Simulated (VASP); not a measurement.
# ZnS (F-43m) in VASP: a series of runs, part 2 of 2

VASP 6.6.1.

## Step 3: Single point, revPBE

This run uses another cell than the first one, of 18.94 Å³/atom, 0.986 times its volume.

The input, INCAR:

```
SYSTEM = ZnS
PREC = Accurate
ENCUT = 520
EDIFF = 1E-7
ISMEAR = -1
SIGMA = 0.05
LREAL = .False.
LASPH = .True.
NELM = 100
ALGO = Normal
ISIF = 2
LWAVE = .False.
LCHARG = .False.
GGA = RE
NBANDS = 16
```

The input, KPOINTS:

```
regular mesh
0
Gamma
  9 9 9
  0 0 0
```

The input, POSCAR:

```
ZnS
1.0
    0.0000000000      2.6654820099      2.6654820099
    2.6654820099      0.0000000000      2.6654820099
    2.6654820099      2.6654820099      0.0000000000
Zn S
1 1
Direct
    0.7500000000      0.7500000000      0.7500000000
    0.0000000000      0.0000000000      0.0000000000
```

Potentials or basis: VASP PAW PBE potentials, release 64 (Zn, S).

Run with:

```sh
$ cat potpaw_PBE.64/Zn/POTCAR potpaw_PBE.64/S/POTCAR > POTCAR
$ mpirun -np 1 vasp_std > vasp.out
```

OUTCAR:

```text
SYSTEM = ZnS
   PREC = Accurate
   ENCUT = 520
   EDIFF = 1E-7
   ISMEAR = -1
   LREAL = .False.
   LASPH = .True.
   NELM = 100
   ISIF = 2
   GGA = RE

 ion  position               nearest neighbor table
   1  0.750  0.750  0.750-   2 2.31   2 2.31   2 2.31   2 2.31
   2  0.000  0.000  0.000-   1 2.31   1 2.31   1 2.31   1 2.31

  LATTYP: Found a face centered cubic cell.
 ALAT       =     5.3309640198

  Lattice vectors:

 A1 = (   0.0000000000,   2.6654820099,   2.6654820099)
 A2 = (   2.6654820099,   0.0000000000,   2.6654820099)
 A3 = (   2.6654820099,   2.6654820099,   0.0000000000)

Analysis of symmetry for initial positions (statically):
=====================================================================
 Subroutine PRICEL returns:
 Original cell was already a primitive cell.

 Routine SETGRP: Setting up the symmetry group for a
 face centered cubic supercell.

 Subroutine GETGRP returns: Found 24 space group operations
 (whereof 24 operations were pure point group operations)
 out of a pool of 48 trial point group operations.

The static configuration has the point symmetry T_d .

Analysis of symmetry for dynamics (positions and initial velocities):
=====================================================================
 Subroutine PRICEL returns:
 Original cell was already a primitive cell.

 Routine SETGRP: Setting up the symmetry group for a
 face centered cubic supercell.

 Subroutine GETGRP returns: Found 24 space group operations
 (whereof 24 operations were pure point group operations)
 out of a pool of 48 trial point group operations.

The dynamic configuration has the point symmetry T_d .

 Subroutine INISYM returns: Found 24 space group operations
 (whereof 24 operations are pure point group operations),
 and found     1 'primitive' translations

[... 105 lines left out ...]
   NELECT =      18.0000    total number of electrons
   NUPDOWN=      -1.0000    fix difference up-down
   EMIN   =  10.00;   EMAX   =-10.00  energy-range for DOS
   EFERMI =   0.00;   METHOD = LEGACY
   ISMEAR =    -1;   SIGMA  =   0.05  broadening in eV -4-tet -1-fermi 0-gaus
   EFERMI_NEDOS =   21; number of points for ismear=-14 and -15
   IALGO  =     38    algorithm
   IMIX   =      4    mixing-type and parameters
     AMIX     =   0.40;   BMIX     =  1.00
     AMIX_MAG =   1.60;   BMIX_MAG =  1.00
  volume/ion in A,a.u.               =      18.94       127.80
  Fermi-wavevector in a.u.,A,eV,Ry     =   1.277556  2.414231 22.206736  1.632149
  Thomas-Fermi vector in A             =   2.410149
   LORBIT       =      0    0 simple, 1 ext, 2 COOP (PROOUT), +10 PAW based schemes
   GGA     = RE    functional components
   LHFCALC =     F    Hartree Fock is set to
   AEXX    =    0.0000 exact exchange contribution
   IVDW    =     0    specifies the selected vdW correction
   LEPSILON=     F    determine dielectric tensor
   LRPA    =     F    only Hartree local field effects (RPA)
 non-spin polarized calculation
  energy-cutoff  :      520.00
  volume of cell :       37.88
 maximum number of plane-waves:      1032
   NGX = 13   NGY = 13   NGZ = 13

 number of electron      18.0000019 magnetization

 Free energy of the ion-electron system (eV)
  ---------------------------------------------------
  ext. energy  EPLUGINS =         0.00000000
  ---------------------------------------------------
  free energy    TOTEN  =        -6.21031121 eV

  energy without entropy =       -6.21031121  energy(sigma->0) =       -6.21031121

 E-fermi :   3.5658     XC(G=0):  -9.6693

 val. band max:        2.5786133401   @ k =   0.0000   0.0000   0.0000
 cond. band min:       4.9942121945   @ k =   0.0000   0.0000   0.0000
 fundamental gap:      2.4155988544
 Fermi energy:         3.5657699754

 k-point     1 :       0.0000    0.0000    0.0000
  band No.  band energies     occupation
      1     -10.8439      2.00000
      2      -3.8993      2.00000
      3      -3.8993      2.00000
      4      -3.8993      2.00000
      5      -3.3471      2.00000
      6      -3.3471      2.00000
[... 433 lines left out ...]
      3      -3.5369      2.00000
      4      -3.5369      2.00000
      5      -3.2651      2.00000
      6      -3.1815      2.00000
[... 8 lines left out ...]
     15      16.2119      0.00000
     16      17.8201      0.00000

 [... further k-points ...]
[... 5 lines left out ...]
  --------------------------------------------------------------------------------------
  -------------------------------------------------------------------------------------
  Total        1.6938033      1.6938033      1.6938033     -0.0000000      0.0000000      0.0000000
  in kB       71.6500153     71.6500153     71.6500153     -0.0000000      0.0000000      0.0000000
  external PRESSURE =      71.6500153 kB  Pullay stress =       0.0000000 kB

 VOLUME and BASIS-vectors are now :
 -----------------------------------------------------------------------------
  energy-cutoff  :      520.00
  volume of cell :       37.88
      direct lattice vectors                 reciprocal lattice vectors
     0.000000000  2.665482010  2.665482010    -0.187583333  0.187583333  0.187583333
     2.665482010  0.000000000  2.665482010     0.187583333 -0.187583333  0.187583333
     2.665482010  2.665482010  0.000000000     0.187583333  0.187583333 -0.187583333

 POSITION                                       TOTAL-FORCE (eV/Angst)
 -----------------------------------------------------------------------------------
      3.99822      3.99822      3.99822        -0.000000     -0.000000     -0.000000
      0.00000      0.00000      0.00000         0.000000      0.000000      0.000000
 -----------------------------------------------------------------------------------
    total drift:                                0.000002      0.000002      0.000002

  FREE ENERGIE OF THE ION-ELECTRON SYSTEM (eV)
  ---------------------------------------------------
  free  energy   TOTEN  =        -6.2103112070 eV

  energy  without entropy=       -6.2103112070  energy(sigma->0) =       -6.21031121
```

OSZICAR:

```text
N       E                     dE             d eps       ncg     rms          rms(c)
DAV:   1     0.844051176377E+02    0.84405E+02   -0.86114E+03  1120   0.136E+03
DAV:   2    -0.124032680066E+01   -0.85645E+02   -0.78337E+02  1264   0.257E+02
DAV:   3    -0.657126545076E+01   -0.53309E+01   -0.53049E+01  1424   0.604E+01
DAV:   4    -0.662322890047E+01   -0.51963E-01   -0.51947E-01  1312   0.630E+00
DAV:   5    -0.662376145484E+01   -0.53255E-03   -0.53254E-03  1424   0.614E-01    0.784E+00
DAV:   6    -0.622740307797E+01    0.39636E+00   -0.69655E-01  1680   0.296E+01    0.606E+00
DAV:   7    -0.620763676648E+01    0.19766E-01   -0.27275E-01  1320   0.462E+00    0.306E+00
DAV:   8    -0.620930324432E+01   -0.16665E-02   -0.65894E-03  1400   0.104E+00    0.795E-01
DAV:   9    -0.620998487117E+01   -0.68163E-03   -0.17808E-03  1384   0.328E-01    0.950E-02
DAV:  10    -0.621029526503E+01   -0.31039E-03   -0.39756E-04  1376   0.143E-01    0.390E-02
DAV:  11    -0.621030866395E+01   -0.13399E-04   -0.59498E-05  1392   0.589E-02    0.107E-02
DAV:  12    -0.621031182482E+01   -0.31609E-05   -0.10547E-05  1360   0.316E-02    0.756E-03
DAV:  13    -0.621031121153E+01    0.61330E-06   -0.15326E-06  1736   0.194E-02    0.377E-03
DAV:  14    -0.621031120702E+01    0.45136E-08   -0.14287E-07  1072   0.278E-03
   1 F= -.62103112E+01 E0= -.62103112E+01  d E =-.373935E-10
```

stdout:

```text
POSCAR found type information on POSCAR ZnS
 POSCAR found :  2 types and       2 ions
 scaLAPACK will be used
 -----------------------------------------------------------------------------
|                                                                             |
|                                                                             |
|     You enforced a specific xc type in the INCAR file but a different       |
|     I HOPE YOU KNOW WHAT YOU ARE DOING!                                     |
|                                                                             |
 -----------------------------------------------------------------------------

 LDA part: xc-table for (Slater+PW92), standard interpolation
 POSCAR, INCAR and KPOINTS ok, starting setup
 FFT: planning ... GRIDC
 FFT: planning ... GRID_SOFT
 FFT: planning ... GRID
 WAVECAR not read
 entering main loop
```

It took 18 s on 1 thread of Intel Xeon 6975P-C, shared host; peak memory 0.16 GiB.

Results:

- Free energy: -6.2103 eV
- Pressure: 7.2 GPa
- Band gap on the k mesh: 2.42 eV, direct

Caveat: the PAW data sets were made with another functional, which shifts forces and pressure a little.

## Step 4: Single point, revPBE

This run uses another cell than the first one, of 19.33 Å³/atom, 1.007 times its volume.

The input, INCAR:

```
PREC     = Accurate       # precision mode
ENCUT    = 520            # plane-wave cutoff, eV
EDIFF    = 1E-7           # SCF threshold, eV
ISMEAR   = -1             # smearing method
SIGMA    = 0.05           # smearing width, eV
LREAL    = F              # projectors in reciprocal space
LASPH    = T              # aspherical terms in the spheres
NELM     = 80             # most SCF steps
ALGO     = Normal         # electronic algorithm
ISIF     = 2              # what is computed and relaxed
LWAVE    = F              # write WAVECAR
LCHARG   = F              # write CHGCAR
GGA      = RE             # functional
NBANDS   = 16             # bands
```

The input, KPOINTS:

```
regular mesh
0
Gamma
  9 9 9
```

The input, POSCAR:

```
ZnS
1.0
    0.0000000000      2.6838652254      2.6838652254
    2.6838652254      0.0000000000      2.6838652254
    2.6838652254      2.6838652254      0.0000000000
Zn S
1 1
Direct
    0.7500000000      0.7500000000      0.7500000000
    0.0000000000      0.0000000000      0.0000000000
```

Potentials or basis: VASP PAW PBE potentials, release 64 (Zn, S).

Run with:

```sh
$ cat potpaw_PBE.64/Zn/POTCAR potpaw_PBE.64/S/POTCAR > POTCAR
$ mpirun -np 1 vasp_std > vasp.out
```

OUTCAR:

```text
PREC = Accurate
   ENCUT = 520
   EDIFF = 1E-7
   ISMEAR = -1
   LREAL = F
   LASPH = T
   NELM = 80
   ISIF = 2
   GGA = RE

 ion  position               nearest neighbor table
   1  0.750  0.750  0.750-   2 2.32   2 2.32   2 2.32   2 2.32
   2  0.000  0.000  0.000-   1 2.32   1 2.32   1 2.32   1 2.32

  LATTYP: Found a face centered cubic cell.
 ALAT       =     5.3677304508

  Lattice vectors:

 A1 = (   0.0000000000,   2.6838652254,   2.6838652254)
 A2 = (   2.6838652254,   0.0000000000,   2.6838652254)
 A3 = (   2.6838652254,   2.6838652254,   0.0000000000)

Analysis of symmetry for initial positions (statically):
=====================================================================
 Subroutine PRICEL returns:
 Original cell was already a primitive cell.

 Routine SETGRP: Setting up the symmetry group for a
 face centered cubic supercell.

 Subroutine GETGRP returns: Found 24 space group operations
 (whereof 24 operations were pure point group operations)
[... 152 lines left out ...]

 number of electron      18.0000013 magnetization

 Free energy of the ion-electron system (eV)
  ---------------------------------------------------
  ext. energy  EPLUGINS =         0.00000000
  ---------------------------------------------------
  free energy    TOTEN  =        -6.24103715 eV

  energy without entropy =       -6.24103715  energy(sigma->0) =       -6.24103715

 E-fermi :   3.3829     XC(G=0):  -9.5678

 val. band max:        2.3796068771   @ k =   0.0000   0.0000   0.0000
 cond. band min:       4.7044599150   @ k =   0.0000   0.0000   0.0000
 fundamental gap:      2.3248530378
 Fermi energy:         3.3828702653

 k-point     1 :       0.0000    0.0000    0.0000
  band No.  band energies     occupation
      1     -10.8920      2.00000
      2      -4.0086      2.00000
      3      -4.0085      2.00000
      4      -4.0085      2.00000
      5      -3.4820      2.00000
      6      -3.4820      2.00000
[... 433 lines left out ...]
      3      -3.6624      2.00000
      4      -3.6624      2.00000
      5      -3.4044      2.00000
      6      -3.3198      2.00000
[... 8 lines left out ...]
     15      15.9863      0.00000
     16      17.5266      0.00000

 [... further k-points ...]
[... 5 lines left out ...]
  --------------------------------------------------------------------------------------
  -------------------------------------------------------------------------------------
  Total        1.2815031      1.2815031      1.2815031     -0.0000000      0.0000000      0.0000000
  in kB       53.1028868     53.1028868     53.1028868     -0.0000000      0.0000000      0.0000000
  external PRESSURE =      53.1028868 kB  Pullay stress =       0.0000000 kB

 VOLUME and BASIS-vectors are now :
 -----------------------------------------------------------------------------
  energy-cutoff  :      520.00
  volume of cell :       38.66
      direct lattice vectors                 reciprocal lattice vectors
     0.000000000  2.683865225  2.683865225    -0.186298476  0.186298476  0.186298476
     2.683865225  0.000000000  2.683865225     0.186298476 -0.186298476  0.186298476
     2.683865225  2.683865225  0.000000000     0.186298476  0.186298476 -0.186298476

 POSITION                                       TOTAL-FORCE (eV/Angst)
 -----------------------------------------------------------------------------------
      4.02580      4.02580      4.02580        -0.000000     -0.000000     -0.000000
      0.00000      0.00000      0.00000         0.000000      0.000000      0.000000
 -----------------------------------------------------------------------------------
    total drift:                                0.000002      0.000002      0.000001

  FREE ENERGIE OF THE ION-ELECTRON SYSTEM (eV)
  ---------------------------------------------------
  free  energy   TOTEN  =        -6.2410371477 eV

  energy  without entropy=       -6.2410371477  energy(sigma->0) =       -6.24103715
```

OSZICAR:

```text
N       E                     dE             d eps       ncg     rms          rms(c)
DAV:   1     0.851408140578E+02    0.85141E+02   -0.85909E+03  1120   0.134E+03
DAV:   2    -0.135482266347E+01   -0.86496E+02   -0.80570E+02  1272   0.262E+02
DAV:   3    -0.660135959905E+01   -0.52465E+01   -0.52227E+01  1432   0.609E+01
DAV:   4    -0.665319228400E+01   -0.51833E-01   -0.51822E-01  1304   0.640E+00
DAV:   5    -0.665372686122E+01   -0.53458E-03   -0.53457E-03  1440   0.610E-01    0.755E+00
DAV:   6    -0.625720699531E+01    0.39652E+00   -0.69381E-01  1672   0.292E+01    0.586E+00
DAV:   7    -0.623825838277E+01    0.18949E-01   -0.26668E-01  1288   0.450E+00    0.298E+00
DAV:   8    -0.623996604474E+01   -0.17077E-02   -0.63818E-03  1392   0.941E-01    0.772E-01
DAV:   9    -0.624070060167E+01   -0.73456E-03   -0.17018E-03  1376   0.320E-01    0.995E-02
DAV:  10    -0.624104005658E+01   -0.33945E-03   -0.48918E-04  1352   0.167E-01    0.522E-02
DAV:  11    -0.624103446665E+01    0.55899E-05   -0.47553E-05  1360   0.756E-02    0.124E-02
DAV:  12    -0.624103651720E+01   -0.20506E-05   -0.77062E-06  1552   0.259E-02    0.810E-03
DAV:  13    -0.624103715984E+01   -0.64264E-06   -0.21372E-06  1352   0.124E-02    0.499E-03
DAV:  14    -0.624103714769E+01    0.12150E-07   -0.11470E-07  1160   0.266E-03
   1 F= -.62410371E+01 E0= -.62410371E+01  d E =-.286124E-10
```

stdout:

```text
POSCAR found type information on POSCAR ZnS
 POSCAR found :  2 types and       2 ions
 scaLAPACK will be used
 -----------------------------------------------------------------------------
|                                                                             |
|                                                                             |
|     You enforced a specific xc type in the INCAR file but a different       |
|     I HOPE YOU KNOW WHAT YOU ARE DOING!                                     |
|                                                                             |
 -----------------------------------------------------------------------------

 LDA part: xc-table for (Slater+PW92), standard interpolation
 POSCAR, INCAR and KPOINTS ok, starting setup
 FFT: planning ... GRIDC
 FFT: planning ... GRID_SOFT
 FFT: planning ... GRID
 WAVECAR not read
 entering main loop
```

Run time: 19 s. Hardware: 1 thread of Intel Xeon 6975P-C, shared host; peak memory 0.16 GiB.

What came out:

```yaml
Free_energy: -6.2410 eV
Pressure: 5.3 GPa
Band_gap_on_the_k_mesh: 2.32 eV, direct
```

Levels at points of the mesh, in eV from the valence-band top:
```tsv
k point	band 6	band 7	band 8	band 9	band 10	band 11	band 12	band 13
(0.00, 0.00, 0.00)	-5.86	0.00	0.00	0.00	2.32	6.42	6.42	6.42
```

Caveat: the PAW data sets were made with another functional, which shifts forces and pressure a little.

## Step 5: Overview

```tsv
level	cell	gap on the mesh (eV)	pressure (GPa)
PBEsol	a = 3.787 Å, angles 60.0°, 2 atoms	2.10	0.2
revPBE	a = 3.770 Å, angles 60.0°, 2 atoms	2.42	7.2
revPBE	a = 3.796 Å, angles 60.0°, 2 atoms	2.32	5.3
```

Alike in all rows: task single point; potentials or basis VASP PAW PBE potentials, release 64 (Zn, S); no spin polarisation; k mesh 9 × 9 × 9; cutoff (eV) 520; smearing fermi-dirac 0.05 eV.

Caveats: the PAW data sets were made with another functional, which shifts forces and pressure a little.

Absolute energies hang on the potentials; compare differences alone.

## Step 6: Comparison with measurements

Step 2. Measured gap of ZnS: 3.85 eV (direct; 19 K; quoted in “Electronic, vibrational, and thermodynamic properties of ZnS (zincblende and rocksalt structure)”, 2009, arxiv:0911.5022). This calculation gives 2.10 eV (-1.75 eV). The value is that of PBEsol, without temperature or zero-point motion. Semilocal functionals fall short of measured gaps as a rule.
